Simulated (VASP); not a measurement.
# NaI (Fm-3m) in VASP: notebook

NaI is run at these levels: LDA, PBE+D3(BJ), revPBE+D3(BJ), r2SCAN; tasks: relaxation of cell and atoms.

Program: VASP 6.6.1. These are calculated values, not measurements. Logs are shortened: lines on timing, memory, paths and dates and some standing lists are left out, and cuts for length are marked.

## Step 1: The cell of the first run

Symmetry: Fm-3m, No. 225, cubic system. Conventional cell: a = 6.473 Å, b = 6.473 Å, c = 6.473 Å, α = 90.00°, β = 90.00°, γ = 90.00°. Within 4.3 Å of Na (site symmetry m-3m) lie 6 I at 3.24 Å. Within 4.3 Å of I (site symmetry m-3m) lie 6 Na at 3.24 Å.

## Step 2: Relaxation of cell and atoms, LDA

INCAR reads:

```
SYSTEM = NaI
ALGO = Normal ; EDIFF = 1E-6
EDIFFG = -0.1 ; ENCUT = 600
IBRION = 2 ; ISIF = 3
ISMEAR = 0 ; LASPH = .TRUE.
LCHARG = .FALSE. ; LREAL = .FALSE.
LWAVE = .FALSE. ; NELM = 80
NSW = 80 ; PREC = Accurate
SIGMA = 0.01
```

KPOINTS reads:

```
k-points
0
G
  3 3 3
  0 0 0
```

POSCAR reads:

```
NaI
1.0
    0.0000000000      3.2364000000      3.2364000000
    3.2364000000      0.0000000000      3.2364000000
    3.2364000000      3.2364000000      0.0000000000
Na I
1 1
Direct
    0.0000000000      0.0000000000      0.0000000000
    0.5000000000      0.5000000000      0.5000000000
```

Potentials or basis: VASP PAW LDA potentials, release 64 (Na_pv, I).

Launch:

```console
$ cat potpaw_LDA.64/Na_pv/POTCAR potpaw_LDA.64/I/POTCAR > POTCAR
$ mpirun -np 1 vasp_std > vasp.out
```

OUTCAR:

```text
SYSTEM = NaI
   EDIFF = 1E-6
   EDIFFG = -0.1
   ENCUT = 600
   IBRION = 2
   ISIF = 3
   ISMEAR = 0
   LASPH = .TRUE.
   LREAL = .FALSE.
   NELM = 80
   NSW = 80
   PREC = Accurate

 ion  position               nearest neighbor table
   1  0.000  0.000  0.000-
   2  0.500  0.500  0.500-

  LATTYP: Found a face centered cubic cell.
 ALAT       =     6.4728000000

  Lattice vectors:

 A1 = (   0.0000000000,   3.2364000000,   3.2364000000)
 A2 = (   3.2364000000,   0.0000000000,   3.2364000000)
 A3 = (   3.2364000000,   3.2364000000,   0.0000000000)

Analysis of symmetry for initial positions (statically):
=====================================================================
 Subroutine PRICEL returns:
 Original cell was already a primitive cell.

 Routine SETGRP: Setting up the symmetry group for a
 face centered cubic supercell.

 Subroutine GETGRP returns: Found 48 space group operations
 (whereof 48 operations were pure point group operations)
 out of a pool of 48 trial point group operations.

The static configuration has the point symmetry O_h .

Analysis of symmetry for dynamics (positions and initial velocities):
=====================================================================
 Subroutine PRICEL returns:
 Original cell was already a primitive cell.

 Routine SETGRP: Setting up the symmetry group for a
 face centered cubic supercell.

 Subroutine GETGRP returns: Found 48 space group operations
 (whereof 48 operations were pure point group operations)
 out of a pool of 48 trial point group operations.

The dynamic configuration has the point symmetry O_h .

 Subroutine INISYM returns: Found 48 space group operations
 (whereof 48 operations are pure point group operations),
 and found     1 'primitive' translations

----------------------------------------------------------------------------------------

                                     Primitive cell

  volume of cell :      67.7980

  direct lattice vectors                    reciprocal lattice vectors
     0.000000000  3.236400000  3.236400000    -0.154492646  0.154492646  0.154492646
     3.236400000  0.000000000  3.236400000     0.154492646 -0.154492646  0.154492646
     3.236400000  3.236400000  0.000000000     0.154492646  0.154492646 -0.154492646

  length of vectors
     4.576960773  4.576960773  4.576960773     0.267589113  0.267589113  0.267589113

  position of ions in fractional coordinates (direct lattice)
     0.000000000  0.000000000  0.000000000
     0.500000000  0.500000000  0.500000000

  ion indices of the primitive-cell ions
   primitive index   ion index
                 1           1
                 2           2

----------------------------------------------------------------------------------------

 KPOINTS: k-points

Automatic generation of k-mesh.
 Grid dimensions read from file:
 generate k-points for:    3    3    3

 Generating k-lattice:

  Cartesian coordinates                     Fractional coordinates (reciprocal lattice)
    -0.051497549  0.051497549  0.051497549     0.333333333  0.000000000  0.000000000
     0.051497549 -0.051497549  0.051497549     0.000000000  0.333333333  0.000000000
     0.051497549  0.051497549 -0.051497549     0.000000000  0.000000000  0.333333333

  Length of vectors
     0.089196371  0.089196371  0.089196371

  Shift w.r.t. Gamma in fractional coordinates (k-lattice)
     0.000000000  0.000000000  0.000000000

 Subroutine IBZKPT returns following result:
 ===========================================

 Found      4 irreducible k-points:

 Following reciprocal coordinates:
            Coordinates               Weight
  0.000000  0.000000  0.000000      1.000000
  0.333333  0.000000  0.000000      8.000000
  0.333333  0.333333  0.000000      6.000000
 -0.333333  0.333333  0.000000     12.000000
   k-points           NKPTS =      4   k-points in BZ     NKDIM =      4   number of bands    NBANDS=     11
   number of dos      NEDOS =    301   number of ions     NIONS =      2
   total plane-waves  NPLWV =  64000
   dimension x,y,z NGX =    40 NGY =   40 NGZ =   40
   dimension x,y,z NGXF=    80 NGYF=   80 NGZF=   80
   ions per type =               1   1
   NGX,Y,Z   is equivalent  to a cutoff of  14.53, 14.53, 14.53 a.u.
   NGXF,Y,Z  is equivalent  to a cutoff of  29.06, 29.06, 29.06 a.u.
 SYSTEM =  NaI
   PREC   = accura    normal or accurate (medium, high low for compatibility)
   ISTART =      0    job   : 0-new  1-cont  2-samecut
   ICHARG =      2    charge: 1-file 2-atom 10-const
   ISPIN  =      1    spin polarized calculation?
   LNONCOLLINEAR =      F non collinear calculations
   LSORBIT =      F    spin-orbit coupling
   LASPH  =      T    aspherical Exc in radial PAW
   ENCUT  =  600.0 eV  44.10 Ry    6.64 a.u.   9.14  9.14  9.14*2*pi/ulx,y,z
   NELM   =     80;   NELMIN=  2; NELMDL= -5     # of ELM steps
   EDIFF  = 0.1E-05   stopping-criterion for ELM
   LREAL  =      F    real-space projection
[... 93 lines left out ...]
  in kB       -6.7174192     -6.7174192     -6.7174192     -0.0000000      0.0000000      0.0000000
  external PRESSURE =      -6.7174192 kB  Pullay stress =       0.0000000 kB

 VOLUME and BASIS-vectors are now :
 -----------------------------------------------------------------------------
  energy-cutoff  :      600.00
  volume of cell :       65.22
      direct lattice vectors                 reciprocal lattice vectors
     0.000000000  3.194794013  3.194794013    -0.156504613  0.156504613  0.156504613
     3.194794013  0.000000000  3.194794013     0.156504613 -0.156504613  0.156504613
     3.194794013  3.194794013  0.000000000     0.156504613  0.156504613 -0.156504613

 POSITION                                       TOTAL-FORCE (eV/Angst)
 -----------------------------------------------------------------------------------
      0.00000      0.00000      0.00000         0.000000      0.000000     -0.000000
      3.19479      3.19479      3.19479        -0.000000     -0.000000      0.000000
 -----------------------------------------------------------------------------------
    total drift:                                0.000000     -0.000000     -0.000000

  FREE ENERGIE OF THE ION-ELECTRON SYSTEM (eV)
  ---------------------------------------------------
  free  energy   TOTEN  =        -5.9485303905 eV

  energy  without entropy=       -5.9485303905  energy(sigma->0) =       -5.94853039

--------------------------------------- Ionic step        3  -------------------------------------------

 number of electron      13.9999998 magnetization

 Free energy of the ion-electron system (eV)
  ---------------------------------------------------
  ext. energy  EPLUGINS =         0.00000000
  ---------------------------------------------------
  free energy    TOTEN  =        -5.95354113 eV

  energy without entropy =       -5.95354113  energy(sigma->0) =       -5.95354113

 E-fermi :   1.2131     XC(G=0):  -8.3716

 val. band max:        1.1660397607   @ k =   0.0000   0.0000   0.0000
 cond. band min:       4.6817823257   @ k =   0.0000   0.0000   0.0000
 fundamental gap:      3.5157425650
 Fermi energy:         1.2130945018

 k-point     1 :       0.0000    0.0000    0.0000
  band No.  band energies     occupation
      1     -21.2205      2.00000
      2     -21.2205      2.00000
      3     -21.2205      2.00000
      4     -10.1017      2.00000
      5       1.1660      2.00000
      6       1.1660      2.00000
      7       1.1660      2.00000
      8       4.6818      0.00000
      9       8.9374      0.00000
     10       8.9374      0.00000
     11       8.9374      0.00000

 k-point     2 :       0.3333    0.0000    0.0000
  band No.  band energies     occupation
      1     -21.2266      2.00000
      2     -21.2209      2.00000
      3     -21.2209      2.00000
      4      -9.8137      2.00000
      5      -0.8772      2.00000
      6       0.9088      2.00000
      7       0.9088      2.00000
      8       6.0864      0.00000
      9       8.7398      0.00000
     10       8.7398      0.00000
     11       9.2826      0.00000

 k-point     3 :       0.3333    0.3333    0.0000
  band No.  band energies     occupation
      1     -21.2252      2.00000
      2     -21.2224      2.00000
      3     -21.2224      2.00000
      4      -9.7380      2.00000
      5      -0.6917      2.00000
      6       0.4850      2.00000
      7       0.4850      2.00000
      8       6.0714      0.00000
      9       6.7640      0.00000
     10       9.4745      0.00000
     11      11.2202      0.00000

 k-point     4 :      -0.3333    0.3333    0.0000
  band No.  band energies     occupation
      1     -21.2256      2.00000
      2     -21.2248      2.00000
      3     -21.2218      2.00000
      4      -9.6298      2.00000
      5      -0.6616      2.00000
      6      -0.5247      2.00000
      7       0.5738      2.00000
      8       6.5264      0.00000
      9       8.2931      0.00000
     10       9.3422      0.00000
     11       9.8556      0.00000

------------------------ aborting loop because EDIFF is reached ----------------------------------------

  FORCE on cell =-STRESS in cart. coord.  units (eV):
  Direction    XX          YY          ZZ          XY          YZ          ZX
  --------------------------------------------------------------------------------------
  -------------------------------------------------------------------------------------
  Total       -0.0490530     -0.0490530     -0.0490530      0.0000000     -0.0000000     -0.0000000
  in kB       -1.2428797     -1.2428797     -1.2428797      0.0000000     -0.0000000     -0.0000000
  external PRESSURE =      -1.2428797 kB  Pullay stress =       0.0000000 kB

 VOLUME and BASIS-vectors are now :
 -----------------------------------------------------------------------------
  energy-cutoff  :      600.00
  volume of cell :       63.23
      direct lattice vectors                 reciprocal lattice vectors
     0.000000000  3.162077484  3.162077484    -0.158123892  0.158123892  0.158123892
     3.162077484  0.000000000  3.162077484     0.158123892 -0.158123892  0.158123892
     3.162077484  3.162077484  0.000000000     0.158123892  0.158123892 -0.158123892

 POSITION                                       TOTAL-FORCE (eV/Angst)
 -----------------------------------------------------------------------------------
      0.00000      0.00000      0.00000         0.000000      0.000000      0.000000
      3.16208      3.16208      3.16208         0.000000      0.000000     -0.000000
 -----------------------------------------------------------------------------------
    total drift:                                0.000000     -0.000000     -0.000000

  FREE ENERGIE OF THE ION-ELECTRON SYSTEM (eV)
  ---------------------------------------------------
  free  energy   TOTEN  =        -5.9535411273 eV

  energy  without entropy=       -5.9535411273  energy(sigma->0) =       -5.95354113

 reached required accuracy - stopping structural energy minimisation
```

Run time: 14 s. Hardware: 1 thread of Intel Xeon Platinum 8259CL at 2.50GHz (Skylake/Cascade Lake), shared host; peak memory 0.19 GiB.

Results:

```yaml
Free_energy: -5.9535 eV
Relaxed_volume: 31.62 Å³/atom
Relaxed_cell: a = 4.472 Å, b = 4.472 Å, c = 4.472 Å, α = 60.00°, β = 60.00°, γ = 60.00°
Space_group_after_relaxing_to_0.05_Å: Fm-3m (No. 225)
Energy_gained_by_relaxing: 10.4 meV/atom
Ionic_steps: 3
Pressure_after_relaxing: -0.1 GPa
Band_gap_on_the_k_mesh: 3.52 eV, direct
```

Step by step:
```
step  energy change (eV)  largest force (eV/Å)  pressure (GPa)  volume (Å³)
   1              0.0000                0.0000           -1.26        67.80
   2             -0.0159                0.0000           -0.67        65.22
   3             -0.0209                0.0000           -0.12        63.23
```

Final structure:
```
CELL_PARAMETERS angstrom
0.00000 3.16208 3.16208
3.16208 0.00000 3.16208
3.16208 3.16208 0.00000
ATOMIC_POSITIONS crystal
Na 0.00000 0.00000 0.00000
I 0.50000 0.50000 0.50000
```

Levels at points of the mesh, in eV from the valence-band top:
```csv
k point,band 4,band 5,band 6,band 7,band 8,band 9,band 10,band 11
"(0.00, 0.00, 0.00)",-11.27,0.00,0.00,0.00,3.52,7.77,7.77,7.77
```

Caveat: the k points lie up to 0.57 Å⁻¹ apart in the final cell; spin-orbit coupling is left out, which moves the levels of the heavy elements. Zero-point motion and thermal expansion aren't in these numbers.

## Step 3: Relaxation of cell and atoms, PBE+D3(BJ)

INCAR reads:

```
SYSTEM = NaI
PREC = Accurate
ENCUT = 600
EDIFF = 1E-6
ISMEAR = 0
SIGMA = 0.01
LREAL = .FALSE.
LASPH = .TRUE.
NELM = 60
ALGO = Normal
ISIF = 3
LWAVE = .FALSE.
LCHARG = .FALSE.
GGA = PE
IVDW = 12
IBRION = 2
NSW = 80
EDIFFG = -0.1
```

KPOINTS reads:

```
regular mesh
0
G
  3 3 3
  0 0 0
```

POSCAR is that of step 2.

Potentials or basis: VASP PAW PBE potentials, release 64 (Na_pv, I).

Launch:

```console
$ cat potpaw_PBE.64/Na_pv/POTCAR potpaw_PBE.64/I/POTCAR > POTCAR
$ mpirun -np 1 vasp_std > vasp.out
```

It took 13 s on 1 thread of Intel Xeon Platinum 8259CL at 2.50GHz (Skylake/Cascade Lake), shared host; peak memory 0.24 GiB.

It converged, with:

```
Free energy                            : -5.8500 eV
Relaxed volume                         : 33.35 Å³/atom
Relaxed cell                           : a = 4.552 Å, b = 4.552 Å, c = 4.552 Å, α = 60.00°, β = 60.00°, γ = 60.00°
Space group after relaxing (to 0.05 Å) : Fm-3m (No. 225)
Energy gained by relaxing              : 1.4 meV/atom
Ionic steps                            : 2
Pressure after relaxing                : -0.2 GPa
Band gap on the k mesh                 : 3.68 eV, direct
Dispersion energy per atom             : -0.257 eV
```

Step by step:
| step | energy change (eV) | largest force (eV/Å) | pressure (GPa) | volume (Å³) |
| --- | --- | --- | --- | --- |
| 1 | 0.0000 | 0.0000 | -0.53 | 67.80 |
| 2 | -0.0029 | 0.0000 | -0.24 | 66.69 |

Final structure:
```
Na I
1.0
     0.00000    3.21873    3.21873
     3.21873    0.00000    3.21873
     3.21873    3.21873    0.00000
Na I
1 1
Direct
  0.00000 0.00000 0.00000
  0.50000 0.50000 0.50000
```

Levels at points of the mesh, in eV from the valence-band top:
```tsv
k point	band 3	band 4	band 5	band 6	band 7	band 8	band 9	band 10	band 11
(0.00, 0.00, 0.00)	-22.47	-11.05	0.00	0.00	0.00	3.68	7.92	7.92	7.92
```

Caveat: the k points lie up to 0.56 Å⁻¹ apart in the final cell; spin-orbit coupling is left out, which moves the levels of the heavy elements.

## Step 4: Relaxation of cell and atoms, revPBE+D3(BJ)

INCAR reads:

```
PREC = Accurate
ENCUT = 600
EDIFF = 1E-7
ISMEAR = 0
SIGMA = 0.01
LREAL = F
LASPH = T
NELM = 100
ALGO = Normal
ISIF = 3
LWAVE = F
LCHARG = F
GGA = RE
IVDW = 12
IBRION = 2
NSW = 80
EDIFFG = -0.1
```

KPOINTS reads:

```
regular mesh
0
Gamma
  3 3 3
```

POSCAR is that of step 3.

Launch:

```console
$ cat potpaw_PBE.64/Na_pv/POTCAR potpaw_PBE.64/I/POTCAR > POTCAR
$ mpirun -np 1 vasp_std > vasp.out
```

It took 20 s on 1 thread of Intel Xeon Platinum 8259CL at 2.50GHz (Skylake/Cascade Lake), shared host; peak memory 0.24 GiB.

The run converged. Its results:

* Free energy: -5.9535 eV
* Relaxed volume: 33.18 Å³/atom
* Relaxed cell: a = 4.544 Å, b = 4.544 Å, c = 4.544 Å, α = 60.00°, β = 60.00°, γ = 60.00°
* Space group after relaxing (to 0.05 Å): Fm-3m (No. 225)
* Energy gained by relaxing: 2.4 meV/atom
* Ionic steps: 2
* Pressure after relaxing: -0.4 GPa
* Band gap on the k mesh: 3.91 eV, direct
* Dispersion energy per atom: -0.487 eV

The path:
```tsv
step	energy change (eV)	largest force (eV/Å)	pressure (GPa)	volume (Å³)
1	0.0000	0.0000	-0.70	67.80
2	-0.0048	0.0000	-0.35	66.36
```

Final structure:
```xyz
2
Lattice="0.0000 3.2133 3.2133 3.2133 0.0000 3.2133 3.2133 3.2133 0.0000" Properties=species:S:1:pos:R:3 pbc="T T T"
Na    0.0000    3.2133    3.2133
I     3.2133    3.2133    3.2133
```

Levels at points of the mesh, in eV from the valence-band top:
| k point | band 3 | band 4 | band 5 | band 6 | band 7 | band 8 | band 9 | band 10 | band 11 |
| --- | --- | --- | --- | --- | --- | --- | --- | --- | --- |
| (0.00, 0.00, 0.00) | -22.48 | -11.03 | 0.00 | 0.00 | 0.00 | 3.91 | 8.01 | 8.01 | 8.01 |

Caveat: the k points lie up to 0.56 Å⁻¹ apart in the final cell; the PAW data sets were made with another functional, which shifts forces and pressure a little; spin-orbit coupling is left out, which moves the levels of the heavy elements. Expect the measured gap to be larger: semilocal functionals such as revPBE lack the derivative discontinuity.

## Step 5: Relaxation of cell and atoms, r2SCAN

POSCAR is that of step 4.

INCAR.step1 reads:

```
PREC = Accurate ; ENCUT = 600
ISMEAR = 0 ; SIGMA = 0.01
LREAL = False ; LASPH = True
NELM = 60 ; GGA = PE
ALGO = Normal ; EDIFF = 1E-4
LWAVE = True ; LCHARG = False
```

INCAR.step2 reads:

```
PREC = Accurate ; ENCUT = 600
EDIFF = 1E-6 ; ISMEAR = 0
SIGMA = 0.01 ; LREAL = False
LASPH = True ; NELM = 60
ALGO = Normal ; ISIF = 3
LWAVE = False ; LCHARG = False
METAGGA = R2SCAN ; LMIXTAU = True
IBRION = 2 ; NSW = 80
EDIFFG = -0.1 ; ISTART = 1
```

KPOINTS reads:

```
Automatic mesh
0
Gamma
  3 3 3
```

Launch:

```console
$ cat potpaw_PBE.64/Na_pv/POTCAR potpaw_PBE.64/I/POTCAR > POTCAR
$ cp INCAR.step1 INCAR
$ mpirun -np 1 vasp_std > vasp.out
$ cp INCAR.step2 INCAR
$ mpirun -np 1 vasp_std > vasp.out
```

Run time: 30 s. Hardware: 1 thread of Intel Xeon Platinum 8259CL at 2.50GHz (Skylake/Cascade Lake), shared host; peak memory 0.25 GiB.

It converged, with:

- Free energy: -31.0492 eV
- Pressure after relaxing: 0.1 GPa
- Band gap on the k mesh: 4.43 eV, direct

Final structure:
```
CELL_PARAMETERS angstrom
0.00000 3.23640 3.23640
3.23640 0.00000 3.23640
3.23640 3.23640 0.00000
ATOMIC_POSITIONS crystal
Na 0.00000 0.00000 0.00000
I 0.50000 0.50000 0.50000
```

Levels at points of the mesh, in eV from the valence-band top:
```tsv
k point	band 3	band 4	band 5	band 6	band 7	band 8	band 9	band 10	band 11
(0.00, 0.00, 0.00)	-23.29	-11.34	0.00	0.00	0.00	4.43	8.46	8.46	8.46
```

Caveat: the k points lie up to 0.56 Å⁻¹ apart in the final cell; the relaxation stopped at its first step, so nothing moved; the PAW data sets were made with another functional, which shifts forces and pressure a little; spin-orbit coupling is left out, which moves the levels of the heavy elements.

## Step 6: Summary

| level | potentials or basis | gap on the mesh (eV) | pressure (GPa) | relaxed volume (Å³/atom) |
| --- | --- | --- | --- | --- |
| LDA | VASP PAW LDA potentials, release 64 (Na_pv, I) | 3.52 | -0.1 | 31.62 |
| PBE+D3(BJ) | VASP PAW PBE potentials, release 64 (Na_pv, I) | 3.68 | -0.2 | 33.35 |
| revPBE+D3(BJ) | VASP PAW PBE potentials, release 64 (Na_pv, I) | 3.91 | -0.4 | 33.18 |
| r2SCAN | VASP PAW PBE potentials, release 64 (Na_pv, I) | 4.43 | 0.1 | - |

Alike in all rows: task relaxation of cell and atoms; no spin polarisation; cell relaxed; k mesh 3 × 3 × 3; cutoff (eV) 600; smearing gaussian 0.01 eV.

Caveats: all runs use coarse meshes; spin-orbit coupling is left out, which moves the levels of the heavy elements; the PAW data sets were made with another functional, which shifts forces and pressure a little (some runs); the relaxation stopped at its first step, so nothing moved (some runs).

Total energies depend on the potentials used, so only differences within one code and one set of settings carry meaning.
